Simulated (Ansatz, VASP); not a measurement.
## Two plane-wave programs on Sb

```
Sb
1.0
     2.15060    1.24165    3.74400
    -2.15060    1.24165    3.74400
     0.00000   -2.48330    3.74400
Sb
2
Direct
  0.23364 0.23364 0.23364
  0.76636 0.76636 0.76636
```

Alike in both runs: task electric field gradients; functional PBEsol; dispersion D4; k mesh 9 × 9 × 9; occupations fermi-dirac, width 0.05 eV; no spin polarisation.

|  | VASP | Ansatz |
| --- | --- | --- |
| version | VASP 6.6.1 | Ansatz 0.2.0 |
| potentials or method | VASP PAW PBE potentials, release 64 (Sb_d_GW) | PAW with Ansatz's default frozen-core files, scalar-relativistic |
| plane-wave cutoff (eV) | 400 | 420 |
| valence electrons in the cell | 30 | 30 |

Ansatz gave:

| Property | Result |
| --- | --- |
| pressure (GPa) | -1.1 |
| traceless stress, the component that is largest in VASP (GPa) | -0.33 |
| rms of the force components (eV/Å) | 0.082 |

Task: Which values does VASP return?

Result: Pressure (GPa): -1.4; traceless stress, the component that is largest in VASP (GPa): -0.33; rms of the force components (eV/Å): 0.083.

VASP's potentials were made for PBE, not for PBEsol. Atom by atom the forces differ by 0.001 eV/Å (rms over components).

Neither program's run includes spin-orbit coupling.
